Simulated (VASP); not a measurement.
## LiCl: relaxation of cell and atoms with PBE

The system is LiCl.

```xyz
4
Lattice="4.1907 0.0000 0.0000 -2.0953 3.6292 0.0000 0.0000 0.0000 5.3187" Properties=species:S:1:pos:R:3 pbc="T T T"
Li    0.0000    2.4195    1.3297
Li    2.0953    1.2097    3.9891
Cl    0.0000    2.4195    3.9891
Cl    2.0953    1.2097    1.3297
```

| Item | Value |
| --- | --- |
| Program | VASP 6.6.1 |
| Task | relaxation of cell and atoms |
| Functional | PBE |
| Potentials or basis | VASP PAW PBE potentials, release 64 (Li_sv, Cl) |
| Cutoff | 600 eV |
| k mesh | 6 × 6 × 4 |
| Occupations | gaussian, width 0.02 eV |
| Spin | no spin polarisation |
| Dipole correction | no |
| Further INCAR settings | ALGO = Normal; EDIFF = 1e-06; IBRION = 2; EDIFFG = -0.01; NSW = 100; ISIF = 3 |

```
Relaxed volume                        : 20.02 Å³/atom
Relaxed cell                          : a = 4.178 Å, b = 4.178 Å, c = 5.296 Å, α = 90.00°, β = 90.00°, γ = 120.00°
Space group after relaxing (to 0.1 Å) : P6_3/mmc (No. 194)
Energy gained by relaxing             : 0.2 meV/atom
Ionic steps                           : 3
Pressure after relaxing               : 0.0 GPa
Band gap on the k mesh                : 5.59 eV
```

Stress tensor (GPa, compression positive):
```
 0.04  0.00  0.00
 0.00  0.04  0.00
 0.00  0.00 -0.06
```

Step by step:
| step | energy change (eV) | largest force (eV/Å) | pressure (GPa) | volume (Å³) |
| --- | --- | --- | --- | --- |
| 1 | 0.0000 | 0.0000 | -0.25 | 80.89 |
| 2 | -0.0005 | 0.0000 | -0.14 | 80.52 |
| 3 | -0.0007 | 0.0000 | 0.01 | 80.07 |

Final structure:
```
Li Cl
1.0
     4.17815    0.00000    0.00000
    -2.08907    3.61838    0.00000
     0.00000    0.00000    5.29640
Li Cl
2 2
Direct
  0.33333 0.66667 0.25000
  0.66667 0.33333 0.75000
  0.33333 0.66667 0.75000
  0.66667 0.33333 0.25000
```

Levels at points of the mesh, in eV from the valence-band top:
```
           k point  band 6  band 7  band 8  band 9  band 10  band 11  band 12  band 13  band 14
(0.00, 0.00, 0.00)   -1.34   -1.34   -0.60   -0.60     0.00     5.59     7.97     8.79     8.79
(0.50, 0.00, 0.00)   -1.83   -1.80   -1.40   -0.95    -0.66     7.29     8.37     8.84    10.21
(0.00, 0.00, 0.50)   -1.43   -0.97   -0.97   -0.97    -0.97     7.51     7.51     8.82     8.82
(0.50, 0.00, 0.50)   -2.44   -1.30   -1.30   -0.49    -0.49     7.19     7.19     9.20     9.20
```

Run time: 68 s on 1 thread of Intel Xeon 8259CL, on a shared host, peak memory 0.23 GiB.

Caveat: the cutoff is under 1.25 times the usual one of these potentials, so pressure, stress and relaxed cells hold a basis-set (Pulay) error.
